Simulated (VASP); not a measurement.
# WS2 in VASP: further runs

WS2 is run at these levels: PBE+D3(BJ); tasks: single point.

Everything below comes from runs of VASP 6.6.1. Logs are shortened: lines on timing, memory, paths and dates and some standing lists are left out, and cuts for length are marked.

## (1) The cell of the first run

The cell holds a slab with vacuum, 3 atoms: a = 3.223 Å, b = 3.223 Å, c = 32.291 Å, α = 90.00°, β = 90.00°, γ = 120.00°.

## (2) Single point, PBE+D3(BJ)

Input file INCAR:

```
SYSTEM = WS2
PREC = Accurate
ENCUT = 520
EDIFF = 1E-7
ISMEAR = 0
SIGMA = 0.02
LREAL = .False.
LASPH = .True.
NELM = 60
ALGO = Normal
ISIF = 2
LWAVE = .False.
LCHARG = .False.
LDIPOL = .True.
IDIPOL = 3
DIPOL = 0.5 0.5 0.500
GGA = PE
IVDW = 12
NBANDS = 20
```

Input file KPOINTS:

```
regular mesh
0
Gamma
  12 12 1
  0 0 0
```

Input file POSCAR:

```
WS2
1.0
    3.2230000000      0.0000000000      0.0000000000
   -1.6115000000      2.7911998764      0.0000000000
    0.0000000000      0.0000000000     32.2910878415
S W
2 1
Direct
    0.3333333333      0.6666666667      0.4486606861
    0.3333333333      0.6666666667      0.5513515590
    0.6666666667      0.3333333333      0.5000061201
```

Potentials or basis: VASP PAW PBE potentials, release 64 (S, W_sv).

The run is started by

```console
> cat potpaw_PBE.64/S/POTCAR potpaw_PBE.64/W_sv/POTCAR > POTCAR
> mpirun -np 1 vasp_std > vasp.out
```

OUTCAR:

```text
SYSTEM = WS2
   PREC = Accurate
   ENCUT = 520
   EDIFF = 1E-7
   ISMEAR = 0
   LREAL = .False.
   LASPH = .True.
   NELM = 60
   ISIF = 2
   GGA = PE
   IVDW = 12
 IVDW          = 12

 ion  position               nearest neighbor table
   1  0.333  0.667  0.449-   3 2.49   3 2.49   3 2.49
   2  0.333  0.667  0.551-   3 2.49   3 2.49   3 2.49
   3  0.667  0.333  0.500-   1 2.49   1 2.49   1 2.49   2 2.49   2 2.49   2 2.49

  LATTYP: Found a hexagonal cell.
 ALAT       =     3.2230000000
 C/A-ratio  =    10.0189537206

  Lattice vectors:

 A1 = (   3.2230000000,   0.0000000000,   0.0000000000)
 A2 = (  -1.6115000000,   2.7911998764,   0.0000000000)
 A3 = (   0.0000000000,   0.0000000000,  32.2910878415)

Analysis of symmetry for initial positions (statically):
=====================================================================
 Subroutine PRICEL returns:
 Original cell was already a primitive cell.

 Routine SETGRP: Setting up the symmetry group for a
 hexagonal supercell.

 Subroutine GETGRP returns: Found 12 space group operations
 (whereof  6 operations were pure point group operations)
 out of a pool of 24 trial point group operations.

The static configuration has the point symmetry C_3v.
 The point group associated with its full space group is D_3h.

Analysis of symmetry for dynamics (positions and initial velocities):
=====================================================================
 Subroutine PRICEL returns:
 Original cell was already a primitive cell.

 Routine SETGRP: Setting up the symmetry group for a
 hexagonal supercell.

 Subroutine GETGRP returns: Found 12 space group operations
 (whereof  6 operations were pure point group operations)
 out of a pool of 24 trial point group operations.

The dynamic configuration has the point symmetry C_3v.
 The point group associated with its full space group is D_3h.

 Subroutine INISYM returns: Found 12 space group operations
 (whereof  6 operations are pure point group operations),
 and found     1 'primitive' translations

----------------------------------------------------------------------------------------

                                     Primitive cell

  volume of cell :     290.4918

  direct lattice vectors                    reciprocal lattice vectors
     3.223000000  0.000000000  0.000000000     0.310269935  0.179134430  0.000000000
    -1.611500000  2.791199876  0.000000000     0.000000000  0.358268861  0.000000000
     0.000000000  0.000000000 32.291087842     0.000000000  0.000000000  0.030968297

  length of vectors
     3.223000000  3.223000000 32.291087842     0.358268861  0.358268861  0.030968297

  position of ions in fractional coordinates (direct lattice)
     0.333333333  0.666666667  0.448660686
     0.333333333  0.666666667  0.551351559
     0.666666667  0.333333333  0.500006120

  ion indices of the primitive-cell ions
   primitive index   ion index
                 1           1
                 2           2
                 3           3

----------------------------------------------------------------------------------------

 KPOINTS: regular mesh

Automatic generation of k-mesh.
 Grid dimensions read from file:
 generate k-points for:   12   12    1

 Generating k-lattice:

  Cartesian coordinates                     Fractional coordinates (reciprocal lattice)
     0.025855828  0.014927869  0.000000000     0.083333333 -0.000000000  0.000000000
     0.000000000  0.029855738  0.000000000     0.000000000  0.083333333  0.000000000
     0.000000000  0.000000000  0.030968297     0.000000000  0.000000000  1.000000000

  Length of vectors
     0.029855738  0.029855738  0.030968297

  Shift w.r.t. Gamma in fractional coordinates (k-lattice)
     0.000000000  0.000000000  0.000000000

 Subroutine IBZKPT returns following result:
 ===========================================

 Found     19 irreducible k-points:

 Following reciprocal coordinates:
            Coordinates               Weight
  0.000000  0.000000  0.000000      1.000000
  0.083333  0.000000  0.000000      6.000000
  0.166667  0.000000  0.000000      6.000000
  0.250000  0.000000  0.000000      6.000000
  0.333333  0.000000  0.000000      6.000000
  0.416667 -0.000000  0.000000      6.000000
[... 11 lines left out ...]
  0.333333  0.250000  0.000000     12.000000
  0.333333  0.333333  0.000000      2.000000
   k-points           NKPTS =     19   k-points in BZ     NKDIM =     19   number of bands    NBANDS=     20
   number of dos      NEDOS =    301   number of ions     NIONS =      3
   total plane-waves  NPLWV = 138240
   dimension x,y,z NGX =    24 NGY =   24 NGZ =  240
   dimension x,y,z NGXF=    48 NGYF=   48 NGZF=  480
   ions per type =               2   1
   NGX,Y,Z   is equivalent  to a cutoff of  12.38, 12.38, 12.36 a.u.
   NGXF,Y,Z  is equivalent  to a cutoff of  24.76, 24.76, 24.71 a.u.
 SYSTEM =  WS2
   PREC   = accura    normal or accurate (medium, high low for compatibility)
   ISTART =      0    job   : 0-new  1-cont  2-samecut
   ICHARG =      2    charge: 1-file 2-atom 10-const
   ISPIN  =      1    spin polarized calculation?
   LNONCOLLINEAR =      F non collinear calculations
   LSORBIT =      F    spin-orbit coupling
   LASPH  =      T    aspherical Exc in radial PAW
   ENCUT  =  520.0 eV  38.22 Ry    6.18 a.u.   5.99  5.99 60.04*2*pi/ulx,y,z
   NELM   =     60;   NELMIN=  2; NELMDL= -5     # of ELM steps
   EDIFF  = 0.1E-06   stopping-criterion for ELM
   LREAL  =      F    real-space projection
   EDIFFG = 0.1E-05   stopping-criterion for IOM
   NSW    =      0    number of steps for IOM
   IBRION =     -1    ionic relax: 0-MD 1-quasi-New 2-CG
   NFREE  =      0    steps in history (QN), initial steepest desc. (CG)
   ISIF   =      2    stress and relaxation
   ISYM   =      2    0-nonsym 1-usesym 2-fastsym
   POTIM  = 0.5000    time-step for ionic-motion
   TEBEG  =    0.0;   TEEND  =   0.0 temperature during run
   PSTRESS=    0.0 pullay stress
   NELECT =      26.0000    total number of electrons
   NUPDOWN=      -1.0000    fix difference up-down
   EMIN   =  10.00;   EMAX   =-10.00  energy-range for DOS
   EFERMI =   0.00;   METHOD = LEGACY
   ISMEAR =     0;   SIGMA  =   0.02  broadening in eV -4-tet -1-fermi 0-gaus
   EFERMI_NEDOS =   21; number of points for ismear=-14 and -15
   IALGO  =     38    algorithm
   IMIX   =      4    mixing-type and parameters
     AMIX     =   0.40;   BMIX     =  1.00
     AMIX_MAG =   1.60;   BMIX_MAG =  1.00
  volume/ion in A,a.u.               =      96.83       653.45
  Fermi-wavevector in a.u.,A,eV,Ry     =   0.732298  1.383843  7.296269  0.536261
  Thomas-Fermi vector in A             =   1.824727
   LORBIT       =      0    0 simple, 1 ext, 2 COOP (PROOUT), +10 PAW based schemes
   GGA     = PE    functional components
   LHFCALC =     F    Hartree Fock is set to
   AEXX    =    0.0000 exact exchange contribution
   IVDW    =    12    specifies the selected vdW correction
   LEPSILON=     F    determine dielectric tensor
   LRPA    =     F    only Hartree local field effects (RPA)
 non-spin polarized calculation
 Gauss-broadening in eV      SIGMA  =   0.02
  energy-cutoff  :      520.00
  volume of cell :      290.49
 maximum number of plane-waves:      7896
 NGX is ok and might be reduce to    24
   NGX = 11   NGY = 11   NGZ =121

 dipolmoment           0.000000      0.000000      0.000001 electrons x Angstroem

 number of electron      26.0000005 magnetization

 dipolmoment           0.000000      0.000000     -0.000001 electrons x Angstroem

 Free energy of the ion-electron system (eV)
  ---------------------------------------------------
  ext. energy  EPLUGINS =         0.00000000
  ---------------------------------------------------
  free energy    TOTEN  =       -23.48836313 eV

  energy without entropy =      -23.48836313  energy(sigma->0) =      -23.48836313

 E-fermi :  -3.0575     XC(G=0):  -2.4174

 val. band max:       -3.3100657589   @ k =   0.3333   0.3333   0.0000
 cond. band min:      -1.6104646641   @ k =   0.1667   0.1667   0.0000
 fundamental gap:      1.6996010949
 Fermi energy:        -3.0574875879

 k-point     1 :       0.0000    0.0000    0.0000
  band No.  band energies     occupation
      1     -77.5643      2.00000
      2     -41.7315      2.00000
      3     -41.5981      2.00000
      4     -41.5981      2.00000
      5     -17.6158      2.00000
      6     -16.3428      2.00000
[... 12 lines left out ...]
     19       1.9411      0.00000
     20       2.2108      0.00000

 k-point     2 :       0.0833    0.0000    0.0000
  band No.  band energies     occupation
      1     -77.5634      2.00000
      2     -41.7283      2.00000
      3     -41.6167      2.00000
      4     -41.6025      2.00000
      5     -17.5117      2.00000
      6     -16.2956      2.00000
[... 12 lines left out ...]
     19       2.0781      0.00000
     20       2.4212      0.00000

 k-point     3 :       0.1667    0.0000    0.0000
  band No.  band energies     occupation
      1     -77.5610      2.00000
      2     -41.7197      2.00000
      3     -41.6671      2.00000
      4     -41.6145      2.00000
      5     -17.2146      2.00000
      6     -16.1612      2.00000
[... 12 lines left out ...]
     19       2.4724      0.00000
     20       2.8700      0.00000

 k-point     4 :       0.2500    0.0000    0.0000
  band No.  band energies     occupation
      1     -77.5577      2.00000
      2     -41.7354      2.00000
      3     -41.7078      2.00000
      4     -41.6308      2.00000
      5     -16.7712      2.00000
      6     -15.9627      2.00000
[... 314 lines left out ...]
 k-point    18 :       0.3333    0.2500    0.0000
  band No.  band energies     occupation
      1     -77.5499      2.00000
      2     -41.8223      2.00000
      3     -41.7426      2.00000
      4     -41.6796      2.00000
      5     -15.4682      2.00000
      6     -15.3753      2.00000
[... 12 lines left out ...]
     19       4.0928      0.00000
     20       5.6116      0.00000

 k-point    19 :       0.3333    0.3333    0.0000
  band No.  band energies     occupation
      1     -77.5494      2.00000
      2     -41.7987      2.00000
      3     -41.7776      2.00000
      4     -41.6780      2.00000
      5     -15.3839      2.00000
      6     -15.3325      2.00000
[... 12 lines left out ...]
     19       3.6103      0.00000
     20       5.8466      0.00000

------------------------ aborting loop because EDIFF is reached ----------------------------------------

 vacuum level on the upper side and lower side of the slab       (xc-potential included)        -0.007        -0.007

 Edisp (eV)   -0.87568

 E8    (eV) :    -0.3939

  FORCE on cell =-STRESS in cart. coord.  units (eV):
  Direction    XX          YY          ZZ          XY          YZ          ZX
  --------------------------------------------------------------------------------------
  -------------------------------------------------------------------------------------
  Total      -3.77624    -3.77624    -5.90984     0.00000     0.00000    -0.00000
  in kB     -20.82743   -20.82743   -32.59510     0.00000     0.00000    -0.00000
  external pressure =      -24.75 kB  Pullay stress =        0.00 kB

 VOLUME and BASIS-vectors are now :
 -----------------------------------------------------------------------------
  energy-cutoff  :      520.00
  volume of cell :      290.49
      direct lattice vectors                 reciprocal lattice vectors
     3.223000000  0.000000000  0.000000000     0.310269935  0.179134430  0.000000000
    -1.611500000  2.791199876  0.000000000     0.000000000  0.358268861  0.000000000
     0.000000000  0.000000000 32.291087842     0.000000000  0.000000000  0.030968297

 POSITION                                       TOTAL-FORCE (eV/Angst)
 -----------------------------------------------------------------------------------
     -0.00000      1.86080     14.48774         0.000000      0.000000      1.774569
     -0.00000      1.86080     17.80374         0.000000     -0.000000     -1.774569
      1.61150      0.93040     16.14574        -0.000000     -0.000000     -0.000000
 -----------------------------------------------------------------------------------
    total drift:                               -0.000000      0.000000     -0.000156

  FREE ENERGIE OF THE ION-ELECTRON SYSTEM (eV)
  ---------------------------------------------------
  free  energy   TOTEN  =       -24.3640443151 eV

  energy  without entropy=      -24.3640443151  energy(sigma->0) =      -24.36404432

 vacuum level on the upper side and lower side of the slab         2.289         2.289
```

Wall time 1.8 min (1 thread of Intel Xeon 6975P-C (Granite Rapids), shared host); peak memory 0.41 GiB.

What came out:

```yaml
Free_energy: -24.3640 eV
Largest_force: 1.775 eV/Å
Band_gap_on_the_k_mesh: 1.70 eV (least direct gap 1.87 eV)
Dispersion_energy_per_atom: -0.292 eV
```

Forces in eV/Å, atoms in the order of the input:
```
S    0.000  0.000  1.775
S    0.000  0.000 -1.775
W    0.000  0.000  0.000
```

Levels at points of the mesh, in eV from the valence-band top:
```tsv
k point	band 9	band 10	band 11	band 12	band 13	band 14	band 15	band 16	band 17	band 18
(0.00, 0.00, 0.00)	-2.41	-2.27	-1.34	-1.34	-0.31	2.62	2.62	2.68	2.68	4.70
(0.50, 0.00, 0.00)	-4.18	-3.03	-2.30	-1.13	-0.95	2.70	3.01	3.70	4.14	4.91
```

Caveat: spin-orbit coupling is left out, which moves the levels of the heavy elements.

## (3) Single point, PBE+D3(BJ)

This run uses another cell than the first one.

Input file INCAR:

```
SYSTEM = WS2
ALGO = Normal
DIPOL = 0.5 0.5 0.500
EDIFF = 1E-6
ENCUT = 520
GGA = PE
IDIPOL = 3
ISIF = 2
ISMEAR = 0
IVDW = 12
LASPH = .TRUE.
LCHARG = .FALSE.
LDIPOL = .TRUE.
LREAL = .FALSE.
LWAVE = .FALSE.
NBANDS = 20
NELM = 60
PREC = Accurate
SIGMA = 0.02
```

Input file KPOINTS:

```
k-points
0
G
  12 12 1
  0 0 0
```

Input file POSCAR:

```
WS2
1.0
    3.2860000000      0.0000000000      0.0000000000
   -1.6430000000      2.8457594768      0.0000000000
    0.0000000000      0.0000000000     32.2910878415
S W
2 1
Direct
    0.3333333333      0.6666666667      0.4550091869
    0.3333333333      0.6666666667      0.5450030581
    0.6666666667      0.3333333333      0.5000061204
```

Potentials or basis: VASP PAW PBE potentials, release 64 (S, W_sv).

The run is started by

```console
> cat potpaw_PBE.64/S/POTCAR potpaw_PBE.64/W_sv/POTCAR > POTCAR
> mpirun -np 1 vasp_std > vasp.out
```

It took 78 s on 1 thread of Intel Xeon 6975P-C (Granite Rapids), shared host; peak memory 0.4 GiB.

Results (log left out):

```yaml
Free_energy: -24.3165 eV
Largest_force: 1.719 eV/Å
Band_gap_on_the_k_mesh: 0.49 eV (least direct gap 1.28 eV)
Dispersion_energy_per_atom: -0.293 eV
```

Forces on the atoms (eV/Å):
```
S    0.000  0.000 -1.719
S    0.000  0.000  1.719
W    0.000  0.000  0.000
```

Levels at points of the mesh, in eV from the valence-band top:
```csv
k point,band 9,band 10,band 11,band 12,band 13,band 14,band 15,band 16,band 17,band 18
"(0.00, 0.00, 0.00)",-4.16,-2.78,-2.78,-2.07,0.00,2.09,2.09,2.60,2.60,4.00
"(0.50, 0.00, 0.00)",-5.05,-4.38,-2.43,-2.19,-1.44,1.73,2.12,3.57,4.35,4.62
```

Caveat: spin-orbit coupling is left out, which moves the levels of the heavy elements.

(Part 1 of 2 ends here.)
